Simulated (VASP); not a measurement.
# Sb (P-1) in VASP: further runs

Aim: see how the results for Sb move with the level of theory and the settings. Levels: HSE06, PBEsol-based global hybrid with 25 % exact exchange. Tasks: single point.

All numbers are computed with VASP 6.6.1; they aren't measurements. Logs are shortened: lines on timing, memory, paths and dates and some standing lists are left out, and cuts for length are marked.

## (1) The cell of the first run

The typed cell holds 1 atom: a = 3.459 Å, b = 3.554 Å, c = 3.342 Å, α = 58.62°, β = 55.56°, γ = 54.87°.

## (2) Single point, HSE06

The input, POSCAR:

```
Sb
1.0
    0.1733647600      2.3885337500      2.4958692300
    2.4173055400      0.0646925500      2.6045414300
    2.3204533900      2.4003538000      0.1615447000
Sb
1
Direct
    0.0000000000      0.0000000000      0.0000000000
```

The input, INCAR.step1:

```
SYSTEM = Sb
PREC = Accurate
ENCUT = 400
EDIFF = 1E-5
ISMEAR = -1
SIGMA = 0.1
LREAL = .False.
LASPH = .True.
NELM = 120
ALGO = Normal
ISIF = 2
LWAVE = .True.
LCHARG = .False.
GGA = PE
NBANDS = 14
GGA_COMPAT = .False.
```

The input, INCAR.step2:

```
SYSTEM = Sb
PREC = Accurate
ENCUT = 400
EDIFF = 1E-6
ISMEAR = -1
SIGMA = 0.1
LREAL = .False.
LASPH = .True.
NELM = 120
ALGO = Normal
ISIF = 2
LWAVE = .False.
LCHARG = .False.
GGA = PE
LHFCALC = .True.
HFSCREEN = 0.2079
PRECFOCK = Normal
ISTART = 1
NBANDS = 14
GGA_COMPAT = .False.
```

The input, KPOINTS:

```
regular mesh
0
Gamma
  5 5 5
  0 0 0
```

Potentials or basis: VASP PAW PBE potentials, release 64 (Sb_d_GW).

Command:

```console
cat potpaw_PBE.64/Sb_d_GW/POTCAR > POTCAR
cp INCAR.step1 INCAR
mpirun -np 1 vasp_std > vasp.out
cp INCAR.step2 INCAR
mpirun -np 1 vasp_std > vasp.out
```

OUTCAR:

```text
SYSTEM = Sb
   PREC = Accurate
   ENCUT = 400
   EDIFF = 1E-6
   ISMEAR = -1
   LREAL = .False.
   LASPH = .True.
   NELM = 120
   ISIF = 2
   GGA = PE
   LHFCALC = .True.
   HFSCREEN = 0.2079
   PRECFOCK = Normal
   ISTART = 1

 ion  position               nearest neighbor table
   1  0.000  0.000  0.000-

  Warning from LATTYP: Got some problem with cell dimensions!
  Tried to take original basis but could not verify dimensions!
  LATTYP: Found a triclinic cell.
 ALAT       =     3.4589755750
 B/A-ratio  =     0.9663262552
 C/A-ratio  =     0.9344475022
 COS(alpha) =     0.0327225582
 COS(beta)  =     0.4374087776
 COS(gamma) =     0.5655612418

  Lattice vectors:

 A1 = (   0.1733647600,   2.3885337500,   2.4958692300)
 A2 = (   2.3204533900,   2.4003538000,   0.1615447000)
 A3 = (  -2.2439407800,   2.3238412000,  -0.1086722000)

Analysis of symmetry for initial positions (statically):
=====================================================================
 Subroutine PRICEL returns:
 Original cell was already a primitive cell.

 Routine SETGRP: Setting up the symmetry group for a
 triclinic supercell.

 Subroutine GETGRP returns: Found  2 space group operations
 (whereof  2 operations were pure point group operations)
 out of a pool of  2 trial point group operations.

The static configuration has the point symmetry S_2 .

Analysis of symmetry for dynamics (positions and initial velocities):
=====================================================================
 Subroutine PRICEL returns:
 Original cell was already a primitive cell.

 Routine SETGRP: Setting up the symmetry group for a
 triclinic supercell.

 Subroutine GETGRP returns: Found  2 space group operations
 (whereof  2 operations were pure point group operations)
 out of a pool of  2 trial point group operations.

The dynamic configuration has the point symmetry S_2 .

 Subroutine INISYM returns: Found  2 space group operations
 (whereof  2 operations are pure point group operations),
 and found     1 'primitive' translations

----------------------------------------------------------------------------------------

                                     Primitive cell

  volume of cell :      26.5282

  direct lattice vectors                    reciprocal lattice vectors
     0.173364760  2.388533750  2.495869230    -0.235273108  0.213102125  0.213066631
[... 100 lines left out ...]
   EFERMI_NEDOS =   21; number of points for ismear=-14 and -15
   IALGO  =     38    algorithm
   IMIX   =      1    mixing-type and parameters
     AMIX     =   0.40;   BMIX     =  1.00
     AMIX_MAG =   1.60;   BMIX_MAG =  1.00
  volume/ion in A,a.u.               =      26.53       179.02
  Fermi-wavevector in a.u.,A,eV,Ry     =   1.353742  2.558202 24.934288  1.832619
  Thomas-Fermi vector in A             =   2.480972
   LORBIT       =      0    0 simple, 1 ext, 2 COOP (PROOUT), +10 PAW based schemes
   GGA     = PE    functional components
   LHFCALC =     T    Hartree Fock is set to
   PRECFOCK=normal    Normal, Fast or Accurate (Low or Medium for compatibility)
   ENCUT4O =  -1.0   cutoff for four orbital integrals eV
   NKREDX  =     1    reduce k-point grid by
   NKREDY  =     1    reduce k-point grid by
   NKREDZ  =     1    reduce k-point grid by
   AEXX    =    0.2500 exact exchange contribution
   HFSCREEN=    0.2079 screening length (either q_TF or 0.3 A-1)
   HFSCREENC=   0.2079 screening length for correlation (either q_TF or 0.3 A-1)
   ENCUTFOCK=  -1.0 apply spherical cutoff to Coloumb kernel
   IVDW    =     0    specifies the selected vdW correction
   LEPSILON=     F    determine dielectric tensor
   LRPA    =     F    only Hartree local field effects (RPA)
 non-spin polarized calculation
  energy-cutoff  :      400.00
  volume of cell :       26.53
 maximum number of plane-waves:       490
  NGX = 18; NGY = 18; NGZ = 18

 number of electron      14.9999995 magnetization

 Free energy of the ion-electron system (eV)
  ---------------------------------------------------
  ext. energy  EPLUGINS =         0.00000000
  ---------------------------------------------------
  free energy    TOTEN  =        -4.50000744 eV

  energy without entropy =       -4.47875136  energy(sigma->0) =       -4.48937940

 E-fermi :   6.4276     XC(G=0):  -8.8560

 val. band max:        6.3708999335   @ k =   0.4000  -0.4000   0.4000
 cond. band min:       6.4313695005   @ k =  -0.2000   0.2000   0.4000
 fundamental gap:      0.0604695670
 Fermi energy:         6.4276178475

 k-point     1 :       0.0000    0.0000    0.0000
  band No.  band energies     occupation
      1     -25.5169      2.00000
      2     -25.4924      2.00000
      3     -25.4679      2.00000
      4     -25.4398      2.00000
      5     -25.4051      2.00000
      6      -8.1797      2.00000
      7      11.0651      0.00000
      8      12.4569      0.00000
      9      13.8328      0.00000
     10      15.9012      0.00000
     11      17.3575      0.00000
     12      17.9959      0.00000
     13      19.4481      0.00000
     14      20.5642      0.00000
[... 377 lines left out ...]
      1     -25.4873      2.00000
      2     -25.4740      2.00000
      3     -25.4469      2.00000
      4     -25.4203      2.00000
      5     -25.3887      2.00000
      6      -4.9402      2.00000
      7       3.3422      2.00000
      8       8.1558      0.00000
      9       8.5189      0.00000
     10      13.2915      0.00000
     11      17.0388      0.00000
     12      20.4019      0.00000
     13      21.3729      0.00000
     14      24.2931      0.00000

 [... further k-points ...]

------------------------ aborting loop because EDIFF is reached ----------------------------------------

  FORCE on cell =-STRESS in cart. coord.  units (eV):
  Direction    XX          YY          ZZ          XY          YZ          ZX
  --------------------------------------------------------------------------------------
  -------------------------------------------------------------------------------------
  Total       -0.1463718      0.0958722     -0.0992178     -0.2530333     -0.0437324      0.2789193
  in kB       -8.8401642      5.7902294     -5.9922864    -15.2820121     -2.6412303     16.8454063
  external PRESSURE =      -3.0140738 kB  Pullay stress =       0.0000000 kB

 VOLUME and BASIS-vectors are now :
 -----------------------------------------------------------------------------
  energy-cutoff  :      400.00
  volume of cell :       26.53
      direct lattice vectors                 reciprocal lattice vectors
     0.173364760  2.388533750  2.495869230    -0.235273108  0.213102125  0.213066631
     2.417305540  0.064692550  2.604541430     0.211288965 -0.217261020  0.193241382
     2.320453390  2.400353800  0.161544700     0.228420051  0.210407962 -0.217225526

 POSITION                                       TOTAL-FORCE (eV/Angst)
 -----------------------------------------------------------------------------------
      0.00000      0.00000      0.00000        -0.000000     -0.000000      0.000000
 -----------------------------------------------------------------------------------
    total drift:                               -0.000002      0.000001     -0.000000

  FREE ENERGIE OF THE ION-ELECTRON SYSTEM (eV)
  ---------------------------------------------------
  free  energy   TOTEN  =        -4.5000074374 eV

  energy  without entropy=       -4.4787513599  energy(sigma->0) =       -4.48937940
```

OUTCAR.step1:

```text
SYSTEM = Sb
   PREC = Accurate
   ENCUT = 400
   EDIFF = 1E-5
   ISMEAR = -1
   LREAL = .False.
[... 632 lines left out ...]
 -----------------------------------------------------------------------------------
      0.00000      0.00000      0.00000         0.000000      0.000000      0.000000
 -----------------------------------------------------------------------------------
    total drift:                               -0.000000      0.000000     -0.000000

  FREE ENERGIE OF THE ION-ELECTRON SYSTEM (eV)
  ---------------------------------------------------
  free  energy   TOTEN  =        -3.8066798538 eV

  energy  without entropy=       -3.7802209006  energy(sigma->0) =       -3.79345038
```

OSZICAR.step1:

```text
N       E                     dE             d eps       ncg     rms          rms(c)
DAV:   1     0.806634487959E+02    0.80663E+02   -0.44003E+03  2266   0.866E+03
DAV:   2     0.264870742046E+01   -0.78015E+02   -0.75587E+02  2878   0.800E+02
DAV:   3    -0.371355884948E+01   -0.63623E+01   -0.63543E+01  2492   0.985E+01
DAV:   4    -0.380920754996E+01   -0.95649E-01   -0.95621E-01  2428   0.969E+00
DAV:   5    -0.381350228062E+01   -0.42947E-02   -0.42947E-02  2488   0.199E+00    0.299E+00
DAV:   6    -0.380843974917E+01    0.50625E-02   -0.46482E-03  2636   0.514E+00    0.179E+00
DAV:   7    -0.380670006745E+01    0.17397E-02   -0.53568E-03  2676   0.382E+00    0.800E-02
DAV:   8    -0.380667602820E+01    0.24039E-04   -0.72571E-04  2906   0.170E+00    0.266E-02
DAV:   9    -0.380667985381E+01   -0.38256E-05   -0.50586E-06  1644   0.730E-02
   1 F= -.38066799E+01 E0= -.37934504E+01  d E =-.264590E-01
```

Run time: 19 min. Hardware: 1 thread of Intel Xeon 6975P-C (Granite Rapids), shared host; peak memory 0.26 GiB.

What came out:

| Quantity | Value |
| --- | --- |
| Free energy | -4.5000 eV |
| Pressure | -0.3 GPa |
| Band gap on the k mesh | zero (an odd number of electrons rules out a gap without spin polarisation) |

Levels at points of the mesh, in eV from the Fermi level:
| k point | band 3 | band 4 | band 5 | band 6 | band 7 | band 8 | band 9 | band 10 | band 11 | band 12 |
| --- | --- | --- | --- | --- | --- | --- | --- | --- | --- | --- |
| (0.00, 0.00, 0.00) | -31.90 | -31.87 | -31.83 | -14.61 | 4.64 | 6.03 | 7.41 | 9.47 | 10.93 | 11.57 |

Caveat: the k points lie up to 0.48 Å⁻¹ apart, too coarse for converged energies and pressures of a metal; the PAW data sets were made with another functional, which shifts forces and pressure a little; spin-orbit coupling is left out, which moves the levels of the heavy elements; an odd number of electrons without spin polarisation forces a metal; a magnetic or distorted state may lie lower.

## (3) Single point, PBEsol-based global hybrid with 25 % exact exchange

This run uses another cell than the first one, of 26.04 Å³/atom.

The input, POSCAR:

```
Sb
1.0
    0.1822230636      2.3674405489      2.4715211922
    2.4284216325      0.0003929861      2.6479282064
    2.2438616971      2.3652441546      0.1868383778
Sb
1
Direct
    0.0000000000      0.0000000000      0.0000000000
```

The input, INCAR.step1:

```
SYSTEM = Sb
PREC = Accurate ; ENCUT = 400
EDIFF = 1E-5 ; ISMEAR = -1
SIGMA = 0.05 ; LREAL = .False.
LASPH = .True. ; NELM = 120
ALGO = Normal ; ISIF = 2
LWAVE = .True. ; LCHARG = .False.
NBANDS = 14 ; GGA = PE
GGA_COMPAT = .False.
```

The input, INCAR.step2:

```
SYSTEM = Sb
PREC = Accurate ; ENCUT = 400
EDIFF = 1E-6 ; ISMEAR = -1
SIGMA = 0.05 ; LREAL = .False.
LASPH = .True. ; NELM = 120
ALGO = Normal ; ISIF = 2
LWAVE = .False. ; LCHARG = .False.
GGA = PS ; LHFCALC = .True.
AEXX = 0.25 ; PRECFOCK = Normal
NBANDS = 14 ; ISTART = 1
GGA_COMPAT = .False.
```

KPOINTS is that of step 2.

Potentials or basis: VASP PAW PBE potentials, release 64 (Sb_d_GW).

Command:

```console
cat potpaw_PBE.64/Sb_d_GW/POTCAR > POTCAR
cp INCAR.step1 INCAR
mpirun -np 1 vasp_std > vasp.out
cp INCAR.step2 INCAR
mpirun -np 1 vasp_std > vasp.out
```

OUTCAR:

```text
SYSTEM = Sb
   PREC = Accurate
   ENCUT = 400
   EDIFF = 1E-6
   ISMEAR = -1
   LREAL = .False.
   LASPH = .True.
   NELM = 120
   ISIF = 2
   GGA = PS
   LHFCALC = .True.
   AEXX = 0.25
   PRECFOCK = Normal
   ISTART = 1

 ion  position               nearest neighbor table
   1  0.000  0.000  0.000-

  LATTYP: Found a triclinic cell.
 ALAT       =     3.2679414943
 B/A-ratio  =     1.4480993003
 C/A-ratio  =     0.9416809717
 COS(alpha) =     0.0026810503
 COS(beta)  =     0.4209179344
 COS(gamma) =     0.7245423081

  Lattice vectors:

 A1 = (   2.2461985689,  -2.3670475628,   0.1764070142)
 A2 = (   0.0023368718,  -4.7322917174,  -0.0104313636)
 A3 = (   2.0616386335,  -0.0021963943,  -2.2846828144)

Analysis of symmetry for initial positions (statically):
=====================================================================
 Subroutine PRICEL returns:
 Original cell was already a primitive cell.

 Routine SETGRP: Setting up the symmetry group for a
 triclinic supercell.

 Subroutine GETGRP returns: Found  2 space group operations
 (whereof  2 operations were pure point group operations)
 out of a pool of  2 trial point group operations.

The static configuration has the point symmetry S_2 .

Analysis of symmetry for dynamics (positions and initial velocities):
=====================================================================
 Subroutine PRICEL returns:
 Original cell was already a primitive cell.

 Routine SETGRP: Setting up the symmetry group for a
 triclinic supercell.

 Subroutine GETGRP returns: Found  2 space group operations
 (whereof  2 operations were pure point group operations)
 out of a pool of  2 trial point group operations.

The dynamic configuration has the point symmetry S_2 .

 Subroutine INISYM returns: Found  2 space group operations
[... 126 lines left out ...]
   NKREDZ  =     1    reduce k-point grid by
   AEXX    =    0.2500 exact exchange contribution
   HFSCREEN=    0.0000 screening length (either q_TF or 0.3 A-1)
   HFSCREENC=   0.0000 screening length for correlation (either q_TF or 0.3 A-1)
   ENCUTFOCK=  -1.0 apply spherical cutoff to Coloumb kernel
   IVDW    =     0    specifies the selected vdW correction
   LEPSILON=     F    determine dielectric tensor
   LRPA    =     F    only Hartree local field effects (RPA)
 non-spin polarized calculation
  energy-cutoff  :      400.00
  volume of cell :       26.04
 maximum number of plane-waves:       483
 NGX is ok and might be reduce to    24
  NGX = 18; NGY = 18; NGZ = 16

 number of electron      15.0000015 magnetization

 Free energy of the ion-electron system (eV)
  ---------------------------------------------------
  ext. energy  EPLUGINS =         0.00000000
  ---------------------------------------------------
  free energy    TOTEN  =        -5.40566573 eV

  energy without entropy =       -5.40464117  energy(sigma->0) =       -5.40515345

 E-fermi :   6.4497     XC(G=0):  -8.6119

 val. band max:        6.3908630674   @ k =  -0.2000   0.4000   0.0000
 cond. band min:       6.9283466558   @ k =  -0.4000   0.2000   0.4000
 fundamental gap:      0.5374835884
 Fermi energy:         6.4496868753

 k-point     1 :       0.0000    0.0000    0.0000
  band No.  band energies     occupation
      1     -25.8186      2.00000
      2     -25.7516      2.00000
      3     -25.7279      2.00000
      4     -25.6988      2.00000
      5     -25.6519      2.00000
      6      -8.7326      2.00000
      7      11.4351      0.00000
      8      12.4023      0.00000
      9      14.9784      0.00000
     10      16.4121      0.00000
     11      16.9743      0.00000
     12      18.9262      0.00000
     13      20.8180      0.00000
     14      21.7328      0.00000
[... 377 lines left out ...]
      1     -25.7623      2.00000
      2     -25.7498      2.00000
      3     -25.7086      2.00000
      4     -25.6733      2.00000
      5     -25.6483      2.00000
      6      -5.5733      2.00000
      7       2.6515      2.00000
      8       8.7763      0.00000
      9       9.4381      0.00000
     10      14.1016      0.00000
     11      17.8057      0.00000
     12      21.2008      0.00000
     13      22.5860      0.00000
     14      24.8978      0.00000

 [... further k-points ...]

------------------------ aborting loop because EDIFF is reached ----------------------------------------

  FORCE on cell =-STRESS in cart. coord.  units (eV):
  Direction    XX          YY          ZZ          XY          YZ          ZX
  --------------------------------------------------------------------------------------
  -------------------------------------------------------------------------------------
  Total        0.1496662     -0.0732292     -0.5370041     -0.0116465      0.1003752      0.2756588
  in kB        9.2069310     -4.5048008    -33.0345725     -0.7164489      6.1747250     16.9575431
  external PRESSURE =      -9.4441474 kB  Pullay stress =       0.0000000 kB

 VOLUME and BASIS-vectors are now :
 -----------------------------------------------------------------------------
  energy-cutoff  :      400.00
  volume of cell :       26.04
      direct lattice vectors                 reciprocal lattice vectors
     0.182223064  2.367440549  2.471521192    -0.240468174  0.210709308  0.220502697
     2.428421633  0.000392986  2.647928206     0.207467190 -0.211624778  0.187416469
     2.243861697  2.365244155  0.186838378     0.240657005  0.211919520 -0.220738597

 POSITION                                       TOTAL-FORCE (eV/Angst)
 -----------------------------------------------------------------------------------
      0.00000      0.00000      0.00000         0.000000      0.000000     -0.000000
 -----------------------------------------------------------------------------------
    total drift:                                0.000001      0.000000     -0.000001

  FREE ENERGIE OF THE ION-ELECTRON SYSTEM (eV)
  ---------------------------------------------------
  free  energy   TOTEN  =        -5.4056657347 eV

  energy  without entropy=       -5.4046411685  energy(sigma->0) =       -5.40515345
```

OUTCAR.step1:

```text
SYSTEM = Sb
   PREC = Accurate
   ENCUT = 400
   EDIFF = 1E-5
   ISMEAR = -1
   LREAL = .False.
[... 631 lines left out ...]
 -----------------------------------------------------------------------------------
      0.00000      0.00000      0.00000         0.000000      0.000000     -0.000000
 -----------------------------------------------------------------------------------
    total drift:                               -0.000000     -0.000000     -0.000000

  FREE ENERGIE OF THE ION-ELECTRON SYSTEM (eV)
  ---------------------------------------------------
  free  energy   TOTEN  =        -3.7961420741 eV

  energy  without entropy=       -3.7875556767  energy(sigma->0) =       -3.79184888
```

Run time: 16 min. Hardware: 1 thread of AMD EPYC 9R45 (Zen 5), shared host; peak memory 0.14 GiB.

What came out:

```yaml
Free_energy: -5.4057 eV
Pressure: -0.9 GPa
Band_gap_on_the_k_mesh: zero (an odd number of electrons rules out a gap without spin polarisation)
```

Stress tensor (GPa, compression positive):
```
 0.92 -0.07  1.70
-0.07 -0.45  0.62
 1.70  0.62 -3.30
```

Levels at points of the mesh, in eV from the Fermi level:
```tsv
k point	band 3	band 4	band 5	band 6	band 7	band 8	band 9	band 10	band 11	band 12
(0.00, 0.00, 0.00)	-32.18	-32.15	-32.10	-15.18	4.99	5.95	8.53	9.96	10.52	12.48
```

Caveat: the k points lie up to 0.49 Å⁻¹ apart, too coarse for converged energies and pressures of a metal; the PAW data sets were made with another functional, which shifts forces and pressure a little; spin-orbit coupling is left out, which moves the levels of the heavy elements; an odd number of electrons without spin polarisation forces a metal; a magnetic or distorted state may lie lower.

The gap in the log of VASP goes by the Fermi energy; the results here count the filled bands.